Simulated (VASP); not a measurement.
# Nb (Im-3m) in VASP: further runs

Runs on Nb. Level: PBE. Tasks: relaxation of cell and atoms.

All numbers are computed with VASP 6.6.1; they aren't measurements. Logs are shortened: lines on timing, memory, paths and dates and some standing lists are left out, and cuts for length are marked.

## 1. The cell of the first run

The structure is cubic, space group Im-3m (No. 229). Conventional cell: a = 2.815 Å, b = 2.815 Å, c = 2.815 Å, α = 90.00°, β = 90.00°, γ = 90.00°. Nb (site symmetry m-3m) has 14 Nb at 2.44 to 2.82 Å within 3.2 Å.

## 2. Relaxation of cell and atoms, PBE, target pressure 200 GPa, at which the enthalpy is minimised

File INCAR:

```
SYSTEM = Nb
PREC     = Accurate       ! precision mode
ENCUT    = 600            ! plane-wave cutoff, eV
EDIFF    = 1E-6           ! SCF threshold, eV
ISMEAR   = -1             ! smearing method
SIGMA    = 0.1            ! smearing width, eV
LREAL    = .FALSE.        ! projectors in reciprocal space
LASPH    = .TRUE.         ! aspherical terms in the spheres
NELM     = 80             ! most SCF steps
ALGO     = Normal         ! electronic algorithm
ISIF     = 3              ! what is computed and relaxed
LWAVE    = .FALSE.        ! write WAVECAR
LCHARG   = .FALSE.        ! write CHGCAR
GGA      = PE             ! functional
IBRION   = 2              ! ionic algorithm
NSW      = 60             ! ionic steps
EDIFFG   = -0.005         ! ionic threshold
PSTRESS  = 2000.0
```

File KPOINTS:

```
Automatic mesh
0
G
  19 19 19
  0 0 0
```

File POSCAR:

```
Nb
1.0
   -1.4076642465      1.4076642465      1.4076642465
    1.4076642465     -1.4076642465      1.4076642465
    1.4076642465      1.4076642465     -1.4076642465
Nb
1
Direct
    0.0000000000      0.0000000000      0.0000000000
```

Potentials or basis: VASP PAW PBE potentials, release 64 (Nb_sv).

Run with:

```bash
> cat potpaw_PBE.64/Nb_sv/POTCAR > POTCAR
> mpirun -np 1 vasp_std > vasp.out
```

OUTCAR:

```text
SYSTEM = Nb
   PREC = Accurate
   ENCUT = 600
   EDIFF = 1E-6
   ISMEAR = -1
   LREAL = .FALSE.
   LASPH = .TRUE.
   NELM = 80
   ISIF = 3
   GGA = PE
   IBRION = 2
   NSW = 60
   EDIFFG = -0.005
   PSTRESS = 2000.0

 ion  position               nearest neighbor table
   1  0.000  0.000  0.000-

  LATTYP: Found a body centered cubic cell.
 ALAT       =     2.8153284930

  Lattice vectors:

 A1 = (  -1.4076642465,   1.4076642465,   1.4076642465)
 A2 = (   1.4076642465,  -1.4076642465,   1.4076642465)
 A3 = (   1.4076642465,   1.4076642465,  -1.4076642465)

Analysis of symmetry for initial positions (statically):
=====================================================================
 Subroutine PRICEL returns:
 Original cell was already a primitive cell.

 Routine SETGRP: Setting up the symmetry group for a
 body centered cubic supercell.

 Subroutine GETGRP returns: Found 48 space group operations
 (whereof 48 operations were pure point group operations)
 out of a pool of 48 trial point group operations.

The static configuration has the point symmetry O_h .

Analysis of symmetry for dynamics (positions and initial velocities):
=====================================================================
 Subroutine PRICEL returns:
 Original cell was already a primitive cell.

 Routine SETGRP: Setting up the symmetry group for a
 body centered cubic supercell.

 Subroutine GETGRP returns: Found 48 space group operations
 (whereof 48 operations were pure point group operations)
 out of a pool of 48 trial point group operations.

The dynamic configuration has the point symmetry O_h .

 Subroutine INISYM returns: Found 48 space group operations
 (whereof 48 operations are pure point group operations),
 and found     1 'primitive' translations

----------------------------------------------------------------------------------------

                                     Primitive cell

  volume of cell :      11.1573

  direct lattice vectors                    reciprocal lattice vectors
    -1.407664246  1.407664246  1.407664246     0.000000000  0.355198337  0.355198337
     1.407664246 -1.407664246  1.407664246     0.355198337  0.000000000  0.355198337
     1.407664246  1.407664246 -1.407664246     0.355198337  0.355198337  0.000000000

  length of vectors
     2.438145995  2.438145995  2.438145995     0.502326306  0.502326306  0.502326306

  position of ions in fractional coordinates (direct lattice)
     0.000000000  0.000000000  0.000000000

  ion indices of the primitive-cell ions
   primitive index   ion index
                 1           1

----------------------------------------------------------------------------------------

 KPOINTS: Automatic mesh

Automatic generation of k-mesh.
 Grid dimensions read from file:
 generate k-points for:   19   19   19

 Generating k-lattice:

  Cartesian coordinates                     Fractional coordinates (reciprocal lattice)
     0.000000000  0.018694649  0.018694649     0.052631579  0.000000000  0.000000000
     0.018694649  0.000000000  0.018694649     0.000000000  0.052631579  0.000000000
     0.018694649  0.018694649  0.000000000     0.000000000  0.000000000  0.052631579

  Length of vectors
     0.026438227  0.026438227  0.026438227

  Shift w.r.t. Gamma in fractional coordinates (k-lattice)
     0.000000000  0.000000000  0.000000000

 Subroutine IBZKPT returns following result:
 ===========================================

 Found    220 irreducible k-points:

 Following reciprocal coordinates:
            Coordinates               Weight
  0.000000  0.000000  0.000000      1.000000
  0.052632  0.000000  0.000000     12.000000
  0.105263  0.000000  0.000000     12.000000
  0.157895  0.000000  0.000000     12.000000
  0.210526  0.000000  0.000000     12.000000
  0.263158  0.000000  0.000000     12.000000
[... 16 lines left out ...]
  0.263158  0.105263 -0.000000     48.000000
  0.315789  0.105263  0.000000     48.000000
 [... further k-points ...]
   k-points           NKPTS =    220   k-points in BZ     NKDIM =    220   number of bands    NBANDS=     10
   number of dos      NEDOS =    301   number of ions     NIONS =      1
   total plane-waves  NPLWV =   8000
   dimension x,y,z NGX =    20 NGY =   20 NGZ =   20
   dimension x,y,z NGXF=    40 NGYF=   40 NGZF=   40
   ions per type =               1
   NGX,Y,Z   is equivalent  to a cutoff of  13.64, 13.64, 13.64 a.u.
   NGXF,Y,Z  is equivalent  to a cutoff of  27.27, 27.27, 27.27 a.u.
 SYSTEM =  Nb
   PREC   = accura    normal or accurate (medium, high low for compatibility)
   ISTART =      0    job   : 0-new  1-cont  2-samecut
   ICHARG =      2    charge: 1-file 2-atom 10-const
   ISPIN  =      1    spin polarized calculation?
   LNONCOLLINEAR =      F non collinear calculations
   LSORBIT =      F    spin-orbit coupling
   LASPH  =      T    aspherical Exc in radial PAW
   ENCUT  =  600.0 eV  44.10 Ry    6.64 a.u.   4.87  4.87  4.87*2*pi/ulx,y,z
   NELM   =     80;   NELMIN=  2; NELMDL= -5     # of ELM steps
   EDIFF  = 0.1E-05   stopping-criterion for ELM
   LREAL  =      F    real-space projection
   EDIFFG = -.5E-02   stopping-criterion for IOM
   NSW    =     60    number of steps for IOM
   IBRION =      2    ionic relax: 0-MD 1-quasi-New 2-CG
   NFREE  =      1    steps in history (QN), initial steepest desc. (CG)
   ISIF   =      3    stress and relaxation
   ISYM   =      2    0-nonsym 1-usesym 2-fastsym
   POTIM  = 0.5000    time-step for ionic-motion
   TEBEG  =    0.0;   TEEND  =   0.0 temperature during run
   PSTRESS= 2000.0 pullay stress
   NELECT =      13.0000    total number of electrons
   NUPDOWN=      -1.0000    fix difference up-down
   EMIN   =  10.00;   EMAX   =-10.00  energy-range for DOS
   EFERMI =   0.00;   METHOD = LEGACY
   ISMEAR =    -1;   SIGMA  =   0.10  broadening in eV -4-tet -1-fermi 0-gaus
   EFERMI_NEDOS =   21; number of points for ismear=-14 and -15
   IALGO  =     38    algorithm
   IMIX   =      4    mixing-type and parameters
     AMIX     =   0.40;   BMIX     =  1.00
     AMIX_MAG =   1.60;   BMIX_MAG =  1.00
  volume/ion in A,a.u.               =      11.16        75.29
  Fermi-wavevector in a.u.,A,eV,Ry     =   1.722676  3.255385 40.376809  2.967612
  Thomas-Fermi vector in A             =   2.798696
   LORBIT       =      0    0 simple, 1 ext, 2 COOP (PROOUT), +10 PAW based schemes
   GGA     = PE    functional components
   LHFCALC =     F    Hartree Fock is set to
   AEXX    =    0.0000 exact exchange contribution
   IVDW    =     0    specifies the selected vdW correction
   LEPSILON=     F    determine dielectric tensor
   LRPA    =     F    only Hartree local field effects (RPA)
 conjugate gradient relaxation of ions
 non-spin polarized calculation
  energy-cutoff  :      600.00
  volume of cell :       11.16
 maximum number of plane-waves:       383
   NGX =  9   NGY =  9   NGZ =  9

--------------------------------------- Ionic step        1  -------------------------------------------

 number of electron      13.0000000 magnetization

 Free energy of the ion-electron system (eV)
  ---------------------------------------------------
  ext. energy  EPLUGINS =         0.00000000
  ---------------------------------------------------
  free energy    TOTEN  =        -7.27683435 eV

  energy without entropy =       -7.25730365  energy(sigma->0) =       -7.26706900

------------------------ aborting loop because EDIFF is reached ----------------------------------------

  FORCE on cell =-STRESS in cart. coord.  units (eV):
  Direction    XX          YY          ZZ          XY          YZ          ZX
  --------------------------------------------------------------------------------------
  -------------------------------------------------------------------------------------
  Total       14.0103868     14.0103868     14.0103868      0.0000000      0.0000000     -0.0000000
  in kB     2011.8864970   2011.8864970   2011.8864970      0.0000000      0.0000000     -0.0000000
  external PRESSURE =      11.8864970 kB  Pullay stress =    2000.0000000 kB

 VOLUME and BASIS-vectors are now :
 -----------------------------------------------------------------------------
  energy-cutoff  :      600.00
  volume of cell :       11.16
      direct lattice vectors                 reciprocal lattice vectors
    -1.407664246  1.407664246  1.407664246     0.000000000  0.355198337  0.355198337
     1.407664246 -1.407664246  1.407664246     0.355198337  0.000000000  0.355198337
     1.407664246  1.407664246 -1.407664246     0.355198337  0.355198337  0.000000000
[... 44 lines left out ...]
  FREE ENERGIE OF THE ION-ELECTRON SYSTEM (eV)
  ---------------------------------------------------
  free  energy   TOTEN  =        -7.4413025373 eV

  energy  without entropy=       -7.4216809222  energy(sigma->0) =       -7.43149173

  enthalpy is  TOTEN    =         6.6538274720 eV   P V=       14.0951300093

--------------------------------------- Ionic step        3  -------------------------------------------

 number of electron      13.0000000 magnetization

 Free energy of the ion-electron system (eV)
  ---------------------------------------------------
  ext. energy  EPLUGINS =         0.00000000
  ---------------------------------------------------
  free energy    TOTEN  =        -7.29717357 eV

  energy without entropy =       -7.27763442  energy(sigma->0) =       -7.28740399

 E-fermi :  19.8009     XC(G=0): -15.1898

 val. band max:       19.7861245973   @ k =  -0.2632   0.4737   0.0526
 cond. band min:      19.8114647592   @ k =   0.0526   0.0526   0.0000
 fundamental gap:      0.0253401619
 Fermi energy:        19.8009094858

 k-point     1 :       0.0000    0.0000    0.0000
  band No.  band energies     occupation
      1     -35.5832      2.00000
      2      -8.5395      2.00000
      3      -8.5395      2.00000
      4      -8.5395      2.00000
      5      13.7161      2.00000
      6      19.1546      1.99689
      7      19.1546      1.99689
      8      19.1546      1.99689
      9      23.9331      0.00000
     10      23.9331      0.00000

 k-point     2 :       0.0526    0.0000    0.0000
  band No.  band energies     occupation
      1     -35.5493      2.00000
      2      -8.7031      2.00000
      3      -8.5860      2.00000
      4      -8.5429      2.00000
      5      13.9283      2.00000
      6      19.0097      1.99927
      7      19.1265      1.99765
      8      19.3593      1.97611
      9      23.6512      0.00000
     10      23.9147      0.00000
[... 274 lines left out ...]
 k-point    24 :       0.3158    0.1053    0.0000
  band No.  band energies     occupation
      1     -34.3774      2.00000
      2     -12.8431      2.00000
      3     -10.0275      2.00000
      4      -8.8579      2.00000
      5      14.3413      2.00000
      6      16.1956      2.00000
      7      21.5382      0.00000
      8      23.9331      0.00000
      9      25.7877      0.00000
     10      28.8487      0.00000

 [... further k-points ...]

------------------------ aborting loop because EDIFF is reached ----------------------------------------

  FORCE on cell =-STRESS in cart. coord.  units (eV):
  Direction    XX          YY          ZZ          XY          YZ          ZX
  --------------------------------------------------------------------------------------
  -------------------------------------------------------------------------------------
  Total       13.9467744     13.9467744     13.9467744      0.0000000     -0.0000000      0.0000000
  in kB     1999.8390855   1999.8390855   1999.8390855      0.0000000     -0.0000000      0.0000000
  external PRESSURE =      -0.1609145 kB  Pullay stress =    2000.0000000 kB

 VOLUME and BASIS-vectors are now :
 -----------------------------------------------------------------------------
  energy-cutoff  :      600.00
  volume of cell :       11.17
      direct lattice vectors                 reciprocal lattice vectors
    -1.408347318  1.408347318  1.408347318     0.000000000  0.355026060  0.355026060
     1.408347318 -1.408347318  1.408347318     0.355026060  0.000000000  0.355026060
     1.408347318  1.408347318 -1.408347318     0.355026060  0.355026060  0.000000000

 POSITION                                       TOTAL-FORCE (eV/Angst)
 -----------------------------------------------------------------------------------
      0.00000     -0.00000      0.00000         0.000000      0.000000     -0.000000
 -----------------------------------------------------------------------------------
    total drift:                                0.000000      0.000000      0.000000

  FREE ENERGIE OF THE ION-ELECTRON SYSTEM (eV)
  ---------------------------------------------------
  free  energy   TOTEN  =        -7.2971735710 eV

  energy  without entropy=       -7.2776344169  energy(sigma->0) =       -7.28740399

  enthalpy is  TOTEN    =         6.6507229918 eV   P V=       13.9478965628

 reached required accuracy - stopping structural energy minimisation
```

Wall time 29 s (1 thread of Intel Xeon 6975P-C (Granite Rapids), shared host); peak memory 0.15 GiB.

What came out:

- Free energy: -7.2972 eV
- Relaxed volume: 11.17 Å³/atom
- Relaxed cell: a = 2.439 Å, b = 2.439 Å, c = 2.439 Å, α = 109.47°, β = 109.47°, γ = 109.47°
- Space group after relaxing (to 0.1 Å): Im-3m (No. 229)
- Energy change on relaxing (the run minimises the enthalpy): -20.3 meV/atom
- Ionic steps: 3
- Pressure after relaxing: 200.0 GPa
- Band gap on the k mesh: zero (an odd number of electrons rules out a gap without spin polarisation)

The path:
| step | energy change (eV) | largest force (eV/Å) | pressure (GPa) | volume (Å³) |
| --- | --- | --- | --- | --- |
| 1 | 0.0000 | 0.0000 | 201.19 | 11.16 |
| 2 | -0.1645 | 0.0000 | 191.66 | 11.29 |
| 3 | -0.0203 | 0.0000 | 199.98 | 11.17 |

Final structure:
```cif
data_structure
_symmetry_space_group_name_H-M 'P 1'
_symmetry_Int_Tables_number 1
_cell_length_a 2.4393
_cell_length_b 2.4393
_cell_length_c 2.4393
_cell_angle_alpha 109.471
_cell_angle_beta 109.471
_cell_angle_gamma 109.471
_cell_volume 11.17
loop_
_atom_site_label
_atom_site_type_symbol
_atom_site_fract_x
_atom_site_fract_y
_atom_site_fract_z
_atom_site_occupancy
Nb1 Nb 0.00000 0.00000 0.00000 1
```

Caveat: the cell is relaxed towards a set pressure, so the run minimises the enthalpy, not the energy.

## 3. Relaxation of cell and atoms, PBE, target pressure 200 GPa, at which the enthalpy is minimised

INCAR, as its differences from that of step 2:

```diff
@@ -8,3 +8,3 @@
 LASPH    = .TRUE.         ! aspherical terms in the spheres
-NELM     = 80             ! most SCF steps
+NELM     = 60             ! most SCF steps
 ALGO     = Normal         ! electronic algorithm
@@ -15,3 +15,3 @@
 IBRION   = 2              ! ionic algorithm
-NSW      = 60             ! ionic steps
+NSW      = 32             ! ionic steps
 EDIFFG   = -0.005         ! ionic threshold
```

KPOINTS is that of step 2.

File POSCAR:

```
Nb
1.0
   -1.4081358366      1.4081358366      1.4081358366
    1.4081358366     -1.4081358366      1.4081358366
    1.4081358366      1.4081358366     -1.4081358366
Nb
1
Direct
    0.0000000000      0.0000000000      0.0000000000
```

Potentials or basis: VASP PAW PBE potentials, release 64 (Nb_sv).

Run with:

```bash
> cat potpaw_PBE.64/Nb_sv/POTCAR > POTCAR
> mpirun -np 1 vasp_std > vasp.out
```

Run time: 25 s. Hardware: 1 thread of Intel Xeon 6975P-C (Granite Rapids), shared host; peak memory 0.15 GiB.

The run converged. Its results:

* Free energy: -7.2970 eV
* Relaxed volume: 11.17 Å³/atom
* Relaxed cell: a = 2.439 Å, b = 2.439 Å, c = 2.439 Å, α = 109.47°, β = 109.47°, γ = 109.47°
* Space group after relaxing (to 0.1 Å): Im-3m (No. 229)
* Energy change on relaxing (the run minimises the enthalpy): -6.1 meV/atom
* Ionic steps: 3
* Pressure after relaxing: 200.0 GPa
* Band gap on the k mesh: zero (an odd number of electrons rules out a gap without spin polarisation)

The path:
| step | energy change (eV) | largest force (eV/Å) | pressure (GPa) | volume (Å³) |
| --- | --- | --- | --- | --- |
| 1 | 0.0000 | 0.0000 | 200.38 | 11.17 |
| 2 | -0.0537 | 0.0000 | 197.26 | 11.21 |
| 3 | -0.0061 | 0.0000 | 199.96 | 11.17 |

Final structure:
```cif
data_structure
_symmetry_space_group_name_H-M 'P 1'
_symmetry_Int_Tables_number 1
_cell_length_a 2.4393
_cell_length_b 2.4393
_cell_length_c 2.4393
_cell_angle_alpha 109.471
_cell_angle_beta 109.471
_cell_angle_gamma 109.471
_cell_volume 11.17
loop_
_atom_site_label
_atom_site_type_symbol
_atom_site_fract_x
_atom_site_fract_y
_atom_site_fract_z
_atom_site_occupancy
Nb1 Nb 0.00000 0.00000 0.00000 1
```

Levels at points of the mesh, in eV from the Fermi level:
```
           k point  band 2  band 3  band 4  band 5  band 6  band 7  band 8  band 9  band 10
(0.00, 0.00, 0.00)  -28.34  -28.34  -28.34   -6.09   -0.65   -0.65   -0.65    4.13     4.13
```

Caveat: the cell is relaxed towards a set pressure, so the run minimises the enthalpy, not the energy.
